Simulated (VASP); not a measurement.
# Li3B4H16 (a cell with a defect) in VASP: a series of runs

The runs below take Li3B4H16 (a cell with a defect) through single point, with LDA.

Everything below comes from runs of VASP 6.6.1. Logs are shortened: lines on timing, memory, paths and dates and some standing lists are left out, and cuts for length are marked.

## 1. The cell of the first run

The cell holds a defect, 23 atoms: a = 7.090 Å, b = 4.425 Å, c = 6.753 Å, α = 90.00°, β = 90.00°, γ = 90.00°.

## 2. Single point, LDA

File INCAR:

```
SYSTEM = Li3B4H16
PREC = Accurate
ENCUT = 520
EDIFF = 1E-6
ISMEAR = -1
SIGMA = 0.05
LREAL = Auto
LASPH = .TRUE.
NELM = 100
ALGO = Normal
ISIF = 2
LWAVE = .FALSE.
LCHARG = .FALSE.
NELECT = 38.0
NBANDS = 36
```

File KPOINTS:

```
regular mesh
0
G
  2 2 2
  0 0 0
```

File POSCAR:

```
Li3B4H16
1.0
    7.0898130000      0.0000000000      0.0000000000
    0.0000000000      4.4247970000      0.0000000000
    0.0000000000      0.0000000000      6.7527790000
Li B H
3 4 16
Direct
    0.1285365354      0.2850074252      0.0910588070
    0.8759187302      0.7125072630      0.8822293755
    0.3451571995      0.8587964600      0.5641381126
    0.2422066703      0.2729164750      0.4319258782
    0.6791716509      0.8108846575      0.5918452240
    0.2591887826      0.6686408439      0.9198435192
    0.8114741531      0.2000091756      0.0882599593
    0.3224908753      0.4199740689      0.8986226263
    0.7299628354     -0.0340354597      0.0533410023
    0.2152525038      0.5157298742      0.3716988221
    0.8468629568      0.8751813925      0.6094972159
    0.6972539332      0.3932835789      0.1361809708
    0.3579360979      0.8762887879      0.8584465744
    0.6279150099      0.6386507675      0.7176156661
    0.1228946377      0.1904494150      0.5523355644
    0.9127039035      0.2340672352      0.9377472593
    0.2056330682      0.7236490171      0.0931172189
    0.6499607253      0.6578606883      0.4398337336
    0.3953418800      0.3263878546      0.5201562201
    0.2883714987      0.0902414280      0.3210233890
    0.6155592538      1.0659472062      0.6115260103
    0.1155037517      0.6570470917      0.8073416885
    0.9173161549      0.1471253935      0.2229600584
```

Potentials or basis: VASP PAW LDA potentials, release 64 (Li_sv, B, H).

Started as:

```
$ cat potpaw_LDA.64/Li_sv/POTCAR potpaw_LDA.64/B/POTCAR potpaw_LDA.64/H/POTCAR > POTCAR
$ mpirun -np 1 vasp_std > vasp.out
```

OUTCAR:

```text
SYSTEM = Li3B4H16
   PREC = Accurate
   ENCUT = 520
   EDIFF = 1E-6
   ISMEAR = -1
   LREAL = Auto
   LASPH = .TRUE.
   NELM = 100
   ISIF = 2
   NELECT = 38.0

 ion  position               nearest neighbor table
   1  0.129  0.285  0.091-   6 2.25   7 2.28
   2  0.876  0.713  0.882-
   3  0.345  0.859  0.564-   4 2.17   5 2.38
   4  0.242  0.273  0.432-  20 1.15  10 1.16  15 1.23  19 1.26   3 2.17
   5  0.679  0.811  0.592-  14 1.20  21 1.22  11 1.23  18 1.25   3 2.38
   6  0.259  0.669  0.920-   8 1.20  13 1.23  17 1.25  22 1.27   1 2.25
   7  0.811  0.200  0.088-  23 1.20   9 1.21  12 1.22  16 1.25   1 2.28
   8  0.322  0.420  0.899-   6 1.20
   9  0.730  0.966  0.053-   7 1.21
  10  0.215  0.516  0.372-   4 1.16
  11  0.847  0.875  0.609-   5 1.23
  12  0.697  0.393  0.136-   7 1.22
  13  0.358  0.876  0.858-   6 1.23
[... 8 lines left out ...]
  22  0.116  0.657  0.807-   6 1.27
  23  0.917  0.147  0.223-   7 1.20

  LATTYP: Found a simple orthorhombic cell.
 ALAT       =     4.4247970000
 B/A-ratio  =     1.5261217633
 C/A-ratio  =     1.6022911334

  Lattice vectors:

 A1 = (   0.0000000000,   4.4247970000,   0.0000000000)
 A2 = (   0.0000000000,   0.0000000000,   6.7527790000)
 A3 = (   7.0898130000,   0.0000000000,   0.0000000000)

Analysis of symmetry for initial positions (statically):
=====================================================================
 Subroutine PRICEL returns:
 Original cell was already a primitive cell.

 Routine SETGRP: Setting up the symmetry group for a
 simple orthorhombic supercell.

 Subroutine GETGRP returns: Found  1 space group operations
 (whereof  1 operations were pure point group operations)
 out of a pool of  8 trial point group operations.

The static configuration has the point symmetry C_1 .

Analysis of symmetry for dynamics (positions and initial velocities):
=====================================================================
 Subroutine PRICEL returns:
 Original cell was already a primitive cell.

 Routine SETGRP: Setting up the symmetry group for a
 simple orthorhombic supercell.

 Subroutine GETGRP returns: Found  1 space group operations
 (whereof  1 operations were pure point group operations)
 out of a pool of  8 trial point group operations.

The dynamic configuration has the point symmetry C_1 .

 Subroutine INISYM returns: Found  1 space group operations
 (whereof  1 operations are pure point group operations),
 and found     1 'primitive' translations
[... 123 lines left out ...]
   NSW    =      0    number of steps for IOM
   IBRION =     -1    ionic relax: 0-MD 1-quasi-New 2-CG
   NFREE  =      0    steps in history (QN), initial steepest desc. (CG)
   ISIF   =      2    stress and relaxation
   ISYM   =      2    0-nonsym 1-usesym 2-fastsym
   POTIM  = 0.5000    time-step for ionic-motion
   TEBEG  =    0.0;   TEEND  =   0.0 temperature during run
   PSTRESS=    0.0 pullay stress
   NELECT =      38.0000    total number of electrons
   NUPDOWN=      -1.0000    fix difference up-down
   EMIN   =  10.00;   EMAX   =-10.00  energy-range for DOS
   EFERMI =   0.00;   METHOD = LEGACY
   ISMEAR =    -1;   SIGMA  =   0.05  broadening in eV -4-tet -1-fermi 0-gaus
   EFERMI_NEDOS =   21; number of points for ismear=-14 and -15
   IALGO  =     38    algorithm
   IMIX   =      4    mixing-type and parameters
     AMIX     =   0.40;   BMIX     =  1.00
     AMIX_MAG =   1.60;   BMIX_MAG =  1.00
  volume/ion in A,a.u.               =       9.21        62.16
  Fermi-wavevector in a.u.,A,eV,Ry     =   0.923278  1.744742 11.598180  0.852442
  Thomas-Fermi vector in A             =   2.048897
   LORBIT       =      0    0 simple, 1 ext, 2 COOP (PROOUT), +10 PAW based schemes
   GGA     = CA    functional components
   LHFCALC =     F    Hartree Fock is set to
   AEXX    =    0.0000 exact exchange contribution
   IVDW    =     0    specifies the selected vdW correction
   LEPSILON=     F    determine dielectric tensor
   LRPA    =     F    only Hartree local field effects (RPA)
 non-spin polarized calculation
  energy-cutoff  :      520.00
  volume of cell :      211.84
 maximum number of plane-waves:      5728
 NGX is ok and might be reduce to    54
   NGX = 27   NGY = 17   NGZ = 25

 number of electron      38.0000002 magnetization

 Free energy of the ion-electron system (eV)
  ---------------------------------------------------
  ext. energy  EPLUGINS =         0.00000000
  ---------------------------------------------------
  free energy    TOTEN  =       -96.60364741 eV

  energy without entropy =      -96.60364741  energy(sigma->0) =      -96.60364741

 E-fermi :  -1.6313     XC(G=0):  -7.7486

 val. band max:       -2.8484679491   @ k =   0.0000   0.0000   0.0000
 cond. band min:       2.3339500259   @ k =   0.0000   0.0000   0.0000
 fundamental gap:      5.1824179750
 Fermi energy:        -1.6313413346

 k-point     1 :       0.0000    0.0000    0.0000
  band No.  band energies     occupation
      1     -46.4124      2.00000
      2     -46.3447      2.00000
      3     -46.2899      2.00000
      4     -10.7681      2.00000
      5      -9.8296      2.00000
      6      -9.7256      2.00000
[... 261 lines left out ...]
     30       6.1223      0.00000
     31       6.5026      0.00000
 [bands above 31 left out]

------------------------ aborting loop because EDIFF is reached ----------------------------------------

  FORCE on cell =-STRESS in cart. coord.  units (eV):
  Direction    XX          YY          ZZ          XY          YZ          ZX
  --------------------------------------------------------------------------------------
  -------------------------------------------------------------------------------------
  Total        1.5612198      2.6900322      2.9668098     -1.5708344     -1.3000198      0.0754195
  in kB       11.8076635     20.3449861     22.4382829    -11.8803799     -9.8321811      0.5704052
  external PRESSURE =      18.1969775 kB  Pullay stress =       0.0000000 kB

 VOLUME and BASIS-vectors are now :
 -----------------------------------------------------------------------------
  energy-cutoff  :      520.00
  volume of cell :      211.84
      direct lattice vectors                 reciprocal lattice vectors
     7.089813000  0.000000000  0.000000000     0.141047444  0.000000000  0.000000000
     0.000000000  4.424797000  0.000000000     0.000000000  0.225999068  0.000000000
     0.000000000  0.000000000  6.752779000     0.000000000  0.000000000  0.148087180

 POSITION                                       TOTAL-FORCE (eV/Angst)
 -----------------------------------------------------------------------------------
      0.91130      1.26110      0.61490         0.382575     -0.034831      0.378086
      6.21010      3.15270      5.95750        -0.636778      0.056601     -0.115360
      2.44710      3.80000      3.80950         0.436565     -0.140718      0.149115
      1.71720      1.20760      2.91670         0.768595      0.754465      2.506698
      4.81520      3.58800      3.99660         0.521390     -0.105103     -0.316446
      1.83760      2.95860      6.21150        -1.484993      0.775797     -0.322555
[... 15 lines left out ...]
      0.81890      2.90730      5.45180         0.470291      0.138599      0.204632
      6.50360      0.65100      1.50560         0.216868     -0.020996      0.500772
 -----------------------------------------------------------------------------------
    total drift:                               -0.001248      0.000797      0.003380

  FREE ENERGIE OF THE ION-ELECTRON SYSTEM (eV)
  ---------------------------------------------------
  free  energy   TOTEN  =       -96.6036474133 eV

  energy  without entropy=      -96.6036474133  energy(sigma->0) =      -96.60364741
```

It took 2.5 min on 1 thread of Intel Xeon Platinum 8259CL at 2.50GHz (Skylake/Cascade Lake), shared host; peak memory 0.25 GiB.

Results:

* Free energy: -96.6036 eV
* Largest force: 2.728 eV/Å

Forces in eV/Å, atoms in the order of the input:
```
Li   0.383 -0.035  0.378
Li  -0.637  0.057 -0.115
Li   0.437 -0.141  0.149
B    0.769  0.754  2.507
B    0.521 -0.105 -0.316
B   -1.485  0.776 -0.323
B    0.349 -0.362 -0.445
H    0.444 -0.349  0.205
H   -0.289 -0.216 -0.016
H   -0.743  0.923 -0.850
H    0.294 -0.331 -0.074
H    0.304  0.105 -0.407
H   -0.023 -0.271  0.258
H   -0.076 -0.224  0.838
H    0.074 -0.085 -0.218
H   -0.266  0.496 -0.155
H    0.112 -0.064 -0.514
H    0.056  0.749  0.131
H   -0.573 -0.342 -0.004
H    0.193 -1.136 -1.537
H   -0.529 -0.318 -0.196
H    0.470  0.139  0.205
H    0.217 -0.021  0.501
```

Levels at points of the mesh, in eV from the Fermi level:
```tsv
k point	band 16	band 17	band 18	band 19	band 20	band 21	band 22	band 23
(0.00, 0.00, 0.00)	-2.32	-2.18	-1.64	-1.22	3.97	4.48	4.79	4.92
(0.50, 0.00, 0.00)	-2.31	-2.23	-1.69	-1.52	4.08	4.32	4.69	5.33
(0.00, 0.50, 0.00)	-2.69	-2.16	-1.85	-1.52	4.13	4.60	5.62	5.93
(0.50, 0.50, 0.00)	-2.92	-2.10	-1.85	-1.44	4.53	4.82	5.25	5.65
(0.00, 0.00, 0.50)	-2.35	-2.28	-1.75	-1.31	4.04	4.79	5.02	5.29
(0.50, 0.00, 0.50)	-2.43	-2.35	-1.71	-1.44	3.99	4.51	4.94	5.42
(0.00, 0.50, 0.50)	-2.84	-1.99	-1.61	-1.39	4.24	4.74	5.17	5.39
(0.50, 0.50, 0.50)	-2.67	-2.14	-1.73	-1.52	4.27	4.60	4.93	5.16
```

Caveat: the k points lie up to 0.71 Å⁻¹ apart; the cell carries a net charge on a neutralising background, which shifts energy and pressure; the cell is charged against a uniform background, so pressure and absolute levels hang on convention; the cutoff is under 1.25 times the usual one of these potentials, so pressure, stress and relaxed cells hold a basis-set (Pulay) error.

[end of part 1 of 2]
